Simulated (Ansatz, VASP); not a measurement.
## One calculation of W, two programs

INCAR

```
SYSTEM = W
ALGO = Normal ; EDIFF = 1E-7
ENCUT = 520 ; GGA = PS
ISIF = 2 ; ISMEAR = -1
LASPH = .True. ; LCHARG = .False.
LREAL = .False. ; LWAVE = .False.
NBANDS = 21 ; NELM = 100
PREC = Accurate ; SIGMA = 0.1
```

File KPOINTS:

```
k-points
0
Gamma
  11 11 11
  0 0 0
```

POSCAR

```
W
1.0
    0.0000000000      2.8003251170      2.8003251170
    2.8003251170      0.0000000000      2.8003251170
    2.8003251170      2.8003251170      0.0000000000
W
2
Direct
    0.1250000000      0.1250000000      0.1250000000
    0.8750000000      0.8750000000      0.8750000000
```

Input for Ansatz:

```yaml
crystal:
  lattice:
    - [0.0, 2.800325117, 2.800325117]
    - [2.800325117, 0.0, 2.800325117]
    - [2.800325117, 2.800325117, 0.0]
  atoms:
    - { symbol: W, position: [0.125, 0.125, 0.125] }
    - { symbol: W, position: [0.875, 0.875, 0.875] }
hamiltonian:
  xc: pbesol
  pseudopotentials:
    kind: paw
    azcp:
      W: "pseudopotentials/W.paw.azcp"
basis:
  ecutwfc: 420
  fft_grid_basis: typed
kpoints:
  mp_grid: { grid: [11, 11, 11], shift: [0, 0, 0] }
magnetization:
  spin_polarized: false
scf:
  occupations: { method: fermi_dirac, width: 0.1 }
  lower_state_search: "off"
output:
  stress: true
```

Alike in both runs: task single point; functional PBEsol; k mesh 11 × 11 × 11; occupations fermi-dirac, width 0.1 eV; no spin polarisation.

|  | VASP | Ansatz |
| --- | --- | --- |
| version | VASP 6.6.1 | Ansatz 0.2.0 |
| potentials or method | VASP PAW PBE potentials, release 64 (W_sv), cutoff 520 eV | plane waves (420 eV) with PAW, scalar-relativistic |
| valence electrons in the cell | 28 | 28 |

|  | VASP | Ansatz | Ansatz less VASP |
| --- | --- | --- | --- |
| pressure (GPa) | 13.9 | 12.6 | -1.21 |

VASP's potentials were made for PBE, not for PBEsol, and Ansatz warns of the same on its side.

Spin-orbit coupling is off throughout.
